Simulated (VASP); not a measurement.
# Hf3S5 (Pm-3m) in VASP: single point with PBE

Aim: the single point of Hf3S5 with PBE.

All numbers are computed with VASP 6.6.1; they aren't measurements. Logs are shortened: lines on timing, memory, paths and dates and some standing lists are left out, and cuts for length are marked.

## 1. The cell of the first run

Symmetry: Pm-3m, No. 221, cubic system. Conventional cell: a = 5.226 Å, b = 5.226 Å, c = 5.226 Å, α = 90.00°, β = 90.00°, γ = 90.00°. Hf (site symmetry 4/mmm) has 6 S at 2.61 Å within 3.4 Å. Within 3.4 Å of S (site symmetry 4/mmm) lie 4 Hf at 2.61 Å and 2 S at 2.61 Å. Within 3.4 Å of S (site symmetry m-3m) lie 6 Hf at 2.61 Å. Within 3.4 Å of S (site symmetry m-3m) lie 6 S at 2.61 Å.

The cell was generated, and may not be a known phase.

## 2. Single point, PBE

Input file INCAR:

```
PREC = Accurate
ENCUT = 520
EDIFF = 1E-6
ISMEAR = 0
SIGMA = 0.2
LREAL = F
LASPH = T
NELM = 80
ALGO = Normal
ISIF = 2
LWAVE = F
LCHARG = F
GGA = PE
NBANDS = 40
```

Input file KPOINTS:

```
Automatic mesh
0
Gamma
  3 3 3
```

Input file POSCAR:

```
Hf3S5
1.0
    5.2259788499      0.0000000000      0.0000000000
    0.0000000000      5.2259788499      0.0000000000
    0.0000000000      0.0000000000      5.2259788499
Hf S
3 5
Direct
    0.5000000000      0.0000000000      0.0000000000
    0.0000000000      0.5000000000      0.0000000000
    0.0000000000      0.0000000000      0.5000000000
    0.0000000000      0.5000000000      0.5000000000
    0.5000000000      0.0000000000      0.5000000000
    0.5000000000      0.5000000000      0.0000000000
    0.0000000000      0.0000000000      0.0000000000
    0.5000000000      0.5000000000      0.5000000000
```

Potentials or basis: VASP PAW PBE potentials, release 64 (Hf_pv, S).

Command:

```sh
$ cat potpaw_PBE.64/Hf_pv/POTCAR potpaw_PBE.64/S/POTCAR > POTCAR
$ mpirun -np 1 vasp_std > vasp.out
```

OUTCAR:

```text
PREC = Accurate
   ENCUT = 520
   EDIFF = 1E-6
   ISMEAR = 0
   LREAL = F
   LASPH = T
   NELM = 80
   ISIF = 2
   GGA = PE

 ion  position               nearest neighbor table
   1  0.500  0.000  0.000-   5 2.61   6 2.61   7 2.61   5 2.61   6 2.61   7 2.61   3 3.70   2 3.70
                             2 3.70   2 3.70   3 3.70   3 3.70   3 3.70   2 3.70
   2  0.000  0.500  0.000-   4 2.61   6 2.61   7 2.61   4 2.61   7 2.61   6 2.61   3 3.70   1 3.70
                             3 3.70   1 3.70   3 3.70   1 3.70   3 3.70   1 3.70
   3  0.000  0.000  0.500-   4 2.61   5 2.61   7 2.61   7 2.61   4 2.61   5 2.61   2 3.70   2 3.70
                             2 3.70   1 3.70   2 3.70   1 3.70   1 3.70   1 3.70
   4  0.000  0.500  0.500-   2 2.61   3 2.61   8 2.61   2 2.61   3 2.61   8 2.61
   5  0.500  0.000  0.500-   1 2.61   3 2.61   8 2.61   1 2.61   8 2.61   3 2.61
   6  0.500  0.500  0.000-   1 2.61   2 2.61   8 2.61   8 2.61   1 2.61   2 2.61
   7  0.000  0.000  0.000-   1 2.61   2 2.61   3 2.61   3 2.61   2 2.61   1 2.61
   8  0.500  0.500  0.500-   4 2.61   5 2.61   6 2.61   6 2.61   5 2.61   4 2.61

  LATTYP: Found a simple cubic cell.
 ALAT       =     5.2259788499

  Lattice vectors:

 A1 = (   5.2259788499,   0.0000000000,   0.0000000000)
 A2 = (   0.0000000000,   5.2259788499,   0.0000000000)
 A3 = (   0.0000000000,   0.0000000000,   5.2259788499)

Analysis of symmetry for initial positions (statically):
=====================================================================
 Subroutine PRICEL returns:
 Original cell was already a primitive cell.

 Routine SETGRP: Setting up the symmetry group for a
 simple cubic supercell.

 Subroutine GETGRP returns: Found 48 space group operations
 (whereof 48 operations were pure point group operations)
 out of a pool of 48 trial point group operations.

The static configuration has the point symmetry O_h .

Analysis of symmetry for dynamics (positions and initial velocities):
=====================================================================
 Subroutine PRICEL returns:
 Original cell was already a primitive cell.

 Routine SETGRP: Setting up the symmetry group for a
 simple cubic supercell.

 Subroutine GETGRP returns: Found 48 space group operations
 (whereof 48 operations were pure point group operations)
 out of a pool of 48 trial point group operations.

The dynamic configuration has the point symmetry O_h .

 Subroutine INISYM returns: Found 48 space group operations
 (whereof 48 operations are pure point group operations),
 and found     1 'primitive' translations

----------------------------------------------------------------------------------------

                                     Primitive cell

  volume of cell :     142.7260

  direct lattice vectors                    reciprocal lattice vectors
     5.225978850  0.000000000  0.000000000     0.191351712  0.000000000  0.000000000
     0.000000000  5.225978850  0.000000000     0.000000000  0.191351712  0.000000000
     0.000000000  0.000000000  5.225978850     0.000000000  0.000000000  0.191351712

  length of vectors
     5.225978850  5.225978850  5.225978850     0.191351712  0.191351712  0.191351712

  position of ions in fractional coordinates (direct lattice)
     0.500000000  0.000000000  0.000000000
     0.000000000  0.500000000  0.000000000
     0.000000000  0.000000000  0.500000000
     0.000000000  0.500000000  0.500000000
     0.500000000  0.000000000  0.500000000
     0.500000000  0.500000000  0.000000000
     0.000000000  0.000000000  0.000000000
     0.500000000  0.500000000  0.500000000

  ion indices of the primitive-cell ions
   primitive index   ion index
                 1           1
                 2           2
                 3           3
                 4           4
                 5           5
                 6           6
                 7           7
                 8           8

----------------------------------------------------------------------------------------

 KPOINTS: Automatic mesh

Automatic generation of k-mesh.
 Grid dimensions read from file:
 generate k-points for:    3    3    3

 Generating k-lattice:

  Cartesian coordinates                     Fractional coordinates (reciprocal lattice)
     0.063783904  0.000000000  0.000000000     0.333333333  0.000000000  0.000000000
     0.000000000  0.063783904  0.000000000     0.000000000  0.333333333  0.000000000
     0.000000000  0.000000000  0.063783904     0.000000000  0.000000000  0.333333333

  Length of vectors
     0.063783904  0.063783904  0.063783904

  Shift w.r.t. Gamma in fractional coordinates (k-lattice)
     0.000000000  0.000000000  0.000000000

 Subroutine IBZKPT returns following result:
 ===========================================

 Found      4 irreducible k-points:

 Following reciprocal coordinates:
            Coordinates               Weight
  0.000000  0.000000  0.000000      1.000000
  0.333333  0.000000  0.000000      6.000000
  0.333333  0.333333  0.000000     12.000000
  0.333333  0.333333  0.333333      8.000000
   k-points           NKPTS =      4   k-points in BZ     NKDIM =      4   number of bands    NBANDS=     40
   number of dos      NEDOS =    301   number of ions     NIONS =      8
   total plane-waves  NPLWV =  64000
   dimension x,y,z NGX =    40 NGY =   40 NGZ =   40
   dimension x,y,z NGXF=    80 NGYF=   80 NGZF=   80
   ions per type =               3   5
   NGX,Y,Z   is equivalent  to a cutoff of  12.72, 12.72, 12.72 a.u.
   NGXF,Y,Z  is equivalent  to a cutoff of  25.45, 25.45, 25.45 a.u.
 SYSTEM =  unknown system
   PREC   = accura    normal or accurate (medium, high low for compatibility)
   ISTART =      0    job   : 0-new  1-cont  2-samecut
   ICHARG =      2    charge: 1-file 2-atom 10-const
   ISPIN  =      1    spin polarized calculation?
   LNONCOLLINEAR =      F non collinear calculations
   LSORBIT =      F    spin-orbit coupling
   LASPH  =      T    aspherical Exc in radial PAW
   ENCUT  =  520.0 eV  38.22 Ry    6.18 a.u.   9.72  9.72  9.72*2*pi/ulx,y,z
   NELM   =     80;   NELMIN=  2; NELMDL= -5     # of ELM steps
   EDIFF  = 0.1E-05   stopping-criterion for ELM
   LREAL  =      F    real-space projection
   EDIFFG = 0.1E-04   stopping-criterion for IOM
   NSW    =      0    number of steps for IOM
   IBRION =     -1    ionic relax: 0-MD 1-quasi-New 2-CG
   NFREE  =      0    steps in history (QN), initial steepest desc. (CG)
   ISIF   =      2    stress and relaxation
   ISYM   =      2    0-nonsym 1-usesym 2-fastsym
   POTIM  = 0.5000    time-step for ionic-motion
   TEBEG  =    0.0;   TEEND  =   0.0 temperature during run
   PSTRESS=    0.0 pullay stress
   NELECT =      60.0000    total number of electrons
   NUPDOWN=      -1.0000    fix difference up-down
   EMIN   =  10.00;   EMAX   =-10.00  energy-range for DOS
   EFERMI =   0.00;   METHOD = LEGACY
   ISMEAR =     0;   SIGMA  =   0.20  broadening in eV -4-tet -1-fermi 0-gaus
   EFERMI_NEDOS =   21; number of points for ismear=-14 and -15
   IALGO  =     38    algorithm
   IMIX   =      4    mixing-type and parameters
     AMIX     =   0.40;   BMIX     =  1.00
     AMIX_MAG =   1.60;   BMIX_MAG =  1.00
  volume/ion in A,a.u.               =      17.84       120.40
  Fermi-wavevector in a.u.,A,eV,Ry     =   1.226378  2.317518 20.463195  1.504002
  Thomas-Fermi vector in A             =   2.361381
   LORBIT       =      0    0 simple, 1 ext, 2 COOP (PROOUT), +10 PAW based schemes
   GGA     = PE    functional components
   LHFCALC =     F    Hartree Fock is set to
   AEXX    =    0.0000 exact exchange contribution
   IVDW    =     0    specifies the selected vdW correction
   LEPSILON=     F    determine dielectric tensor
   LRPA    =     F    only Hartree local field effects (RPA)
 non-spin polarized calculation
 Gauss-broadening in eV      SIGMA  =   0.20
  energy-cutoff  :      520.00
  volume of cell :      142.73
 maximum number of plane-waves:      3887
 NGX is ok and might be reduce to    40
   NGX = 19   NGY = 19   NGZ = 19

 number of electron      60.0000010 magnetization

 Free energy of the ion-electron system (eV)
  ---------------------------------------------------
  ext. energy  EPLUGINS =         0.00000000
  ---------------------------------------------------
  free energy    TOTEN  =       -55.42430039 eV

  energy without entropy =      -55.29718401  energy(sigma->0) =      -55.36074220

 E-fermi :   7.5839     XC(G=0): -11.1381

 val. band max:        7.5541616211   @ k =   0.0000   0.0000   0.0000
 cond. band min:       7.5851182306   @ k =   0.0000   0.0000   0.0000
 fundamental gap:      0.0309566095
 Fermi energy:         7.5838595635

 k-point     1 :       0.0000    0.0000    0.0000
  band No.  band energies     occupation
      1     -24.6211      2.00000
      2     -24.6211      2.00000
      3     -24.6211      2.00000
      4     -24.5254      2.00000
      5     -24.5254      2.00000
      6     -24.5254      2.00000
[... 32 lines left out ...]
     39      10.0989      0.00000
     40      10.0992      0.00000

 k-point     2 :       0.3333    0.0000    0.0000
  band No.  band energies     occupation
      1     -24.6064      2.00000
      2     -24.6064      2.00000
      3     -24.5964      2.00000
      4     -24.5306      2.00000
      5     -24.5306      2.00000
      6     -24.5301      2.00000
[... 32 lines left out ...]
     39       9.7441      0.00000
     40       9.7441      0.00000

 k-point     3 :       0.3333    0.3333    0.0000
  band No.  band energies     occupation
      1     -24.6337      2.00000
      2     -24.5889      2.00000
      3     -24.5835      2.00000
      4     -24.5573      2.00000
      5     -24.5334      2.00000
      6     -24.5317      2.00000
[... 32 lines left out ...]
     39       9.7220      0.00000
     40       9.7830      0.00000

 k-point     4 :       0.3333    0.3333    0.3333
  band No.  band energies     occupation
      1     -24.6771      2.00000
      2     -24.5863      2.00000
      3     -24.5863      2.00000
      4     -24.5858      2.00000
      5     -24.5291      2.00000
      6     -24.5291      2.00000
[... 32 lines left out ...]
     39      10.9567      0.00000
     40      11.3430      0.00000

------------------------ aborting loop because EDIFF is reached ----------------------------------------

  FORCE on cell =-STRESS in cart. coord.  units (eV):
  Direction    XX          YY          ZZ          XY          YZ          ZX
  --------------------------------------------------------------------------------------
  -------------------------------------------------------------------------------------
  Total       -0.7709343     -0.7709343     -0.7709343     -0.0000000     -0.0000000     -0.0000000
  in kB       -8.6541618     -8.6541618     -8.6541618     -0.0000000     -0.0000000     -0.0000000
  external PRESSURE =      -8.6541618 kB  Pullay stress =       0.0000000 kB

 VOLUME and BASIS-vectors are now :
 -----------------------------------------------------------------------------
  energy-cutoff  :      520.00
  volume of cell :      142.73
      direct lattice vectors                 reciprocal lattice vectors
     5.225978850  0.000000000  0.000000000     0.191351712  0.000000000  0.000000000
     0.000000000  5.225978850  0.000000000     0.000000000  0.191351712  0.000000000
     0.000000000  0.000000000  5.225978850     0.000000000  0.000000000  0.191351712

 POSITION                                       TOTAL-FORCE (eV/Angst)
 -----------------------------------------------------------------------------------
      2.61299      0.00000      0.00000         0.000000      0.000000      0.000000
      0.00000      2.61299      0.00000         0.000000      0.000000      0.000000
      0.00000      0.00000      2.61299         0.000000      0.000000      0.000000
      0.00000      2.61299      2.61299         0.000000      0.000000      0.000000
      2.61299      0.00000      2.61299         0.000000      0.000000      0.000000
      2.61299      2.61299      0.00000         0.000000      0.000000      0.000000
      0.00000      0.00000      0.00000         0.000000      0.000000      0.000000
      2.61299      2.61299      2.61299         0.000000      0.000000      0.000000
 -----------------------------------------------------------------------------------
    total drift:                                0.000000      0.000000      0.000000

  FREE ENERGIE OF THE ION-ELECTRON SYSTEM (eV)
  ---------------------------------------------------
  free  energy   TOTEN  =       -55.4243003937 eV

  energy  without entropy=      -55.2971840067  energy(sigma->0) =      -55.36074220
```

Run time: 47 s. Hardware: 1 thread of Intel Xeon 8259CL, shared host; peak memory 0.24 GiB.

What came out:

* Free energy: -55.4243 eV
* Pressure: -0.9 GPa
* Band gap on the k mesh: zero (bands 30 and 31 overlap by 0.20 eV)

Caveat: the k points lie up to 0.40 Å⁻¹ apart; spin-orbit coupling is left out, which moves the levels of the heavy elements.

The gap in the log of VASP goes by the Fermi energy; the results here count the filled bands.